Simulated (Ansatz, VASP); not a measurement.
GaAs: VASP beside Ansatz

File INCAR:

```
  PREC = Accurate
  ENCUT = 520
  EDIFF = 1E-6
  ISMEAR = -1
  SIGMA = 0.05
  LREAL = F
  LASPH = T
  NELM = 100
  ALGO = Normal
  ISIF = 2
  LWAVE = F
  LCHARG = T
  LELF = T
  LVHAR = T
  NBANDS = 16
```

Contents of KPOINTS:

```
Automatic mesh
0
Gamma
  11 11 11
```

File POSCAR:

```
GaAs
1.0
    0.0000000000      2.7985815000      2.8268500000
    2.7985815000      0.0000000000      2.8268500000
    2.7985815000      2.7985815000      0.0000000000
Ga As
1 1
Direct
    0.0000000000      0.0000000000      0.0000000000
    0.7500000000      0.7500000000      0.7500000000
```

Input for Ansatz:

```yaml
crystal:
  lattice:
    - [0.0, 2.7985815, 2.82685]
    - [2.7985815, 0.0, 2.82685]
    - [2.7985815, 2.7985815, 0.0]
  atoms:
    - { symbol: Ga, position: [0.0, 0.0, 0.0] }
    - { symbol: As, position: [0.75, 0.75, 0.75] }
kpoints:
  mp_grid: { grid: [11, 11, 11] }
  band_path:
    path:
      - [0.0, 0.0, 0.0]
      - [0.5, 0.0, 0.5]
      - [0.75, 0.25, 0.5]
      - [0.5, 0.5, 0.5]
      - [0.0, 0.0, 0.0]
      - [0.5, 0.5, 0.0]
      - [0.6274875, 0.6274875, 0.254975]
      - [0.3725125, 0.3725125, 0.745025]
      - [0.0, 0.0, 0.0]
    npoints: 5
scf:
  occupations: { method: fermi_dirac, width: 0.05 }
hamiltonian:
  xc: lda
  pseudopotentials: { kind: all_electron, lapw: { basis_error: 0.0005 } }
output:
  forces: true
  stress: true
  eigenvalues: true
```

Change from the starting cell: equal xx and yy strain of -1 %.

Alike in both runs: task single point; functional LDA; k mesh 11 × 11 × 11; occupations fermi-dirac, width 0.05 eV; no spin polarisation.

```csv
,VASP,Ansatz
version,VASP 6.6.1,Ansatz 0.2.0
potentials or method,"VASP PAW LDA potentials, release 64 (Ga_d, As), cutoff 520 eV","all-electron LAPW, scalar-relativistic"
```

|  | VASP | Ansatz | Ansatz less VASP |
| --- | --- | --- | --- |
| pressure (GPa) | -0.2 | -0.5 | -0.28 |
| traceless stress, the component that is largest in VASP (GPa) | -0.43 | -0.43 | -0.001 |

LDA's correlation is that of Perdew and Zunger in VASP and of Perdew and Wang (1992) in Ansatz. Ansatz ran all-electron here, and VASP with PAW potentials.
